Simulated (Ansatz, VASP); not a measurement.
# Two plane-wave programs on Cs

Contents of INCAR:

```
ALGO     = Normal         # electronic algorithm
EDIFF    = 1E-8           # SCF threshold, eV
ENCUT    = 520            # plane-wave cutoff, eV
ISIF     = 2              # what is computed and relaxed
ISMEAR   = -1             # smearing method
LASPH    = True           # aspherical terms in the spheres
LCHARG   = False          # write CHGCAR
LEFG     = True         
LREAL    = False          # projectors in reciprocal space
LWAVE    = False          # write WAVECAR
NBANDS   = 10             # bands
NELM     = 60             # most SCF steps
PREC     = Accurate       # precision mode
SIGMA    = 0.08           # smearing width, eV
```

The input KPOINTS:

```
k-points
0
Gamma
  8 8 8
```

The input POSCAR:

```
Cs
1.0
    0.0000000000      3.9874307156      3.9874307156
    3.9874307156      0.0000000000      3.9874307156
    3.9874307156      3.9874307156      0.0000000000
Cs
1
Direct
    0.0000000000      0.0000000000      0.0000000000
```

Input for Ansatz:

```yaml
crystal:
  lattice:
    - [0.0, 3.9874307156, 3.9874307156]
    - [3.9874307156, 0.0, 3.9874307156]
    - [3.9874307156, 3.9874307156, 0.0]
  atoms:
    - { symbol: Cs, position: [0.0, 0.0, 0.0] }
kpoints:
  mp_grid: { grid: [8, 8, 8] }
scf:
  occupations: { method: fermi_dirac, width: 0.08 }
hamiltonian:
  xc: lda
  pseudopotentials: { kind: paw }
output:
  forces: true
  stress: true
  eigenvalues: true
  efg: { contact_densities: true }
```

Change from the starting cell: volume scaled by 1.03, PAW files.

Alike in both runs: task electric field gradients; functional LDA; k mesh 8 × 8 × 8; occupations fermi-dirac, width 0.08 eV; no spin polarisation.

|  | VASP | Ansatz |
| --- | --- | --- |
| version | VASP 6.6.1 | Ansatz 0.2.0 |
| potentials or method | VASP PAW LDA potentials, release 64 (Cs_sv) | PAW with Ansatz's default frozen-core files, scalar-relativistic |
| plane-wave cutoff (eV) | 520 | 420 |
| valence electrons in the cell | 9 | 9 |

|  | VASP | Ansatz | Ansatz less VASP |
| --- | --- | --- | --- |
| pressure (GPa) | -0.4 | -0.4 | +0.01 |

LDA's correlation is that of Perdew and Zunger in VASP and of Perdew and Wang (1992) in Ansatz.

Spin-orbit coupling is off throughout.
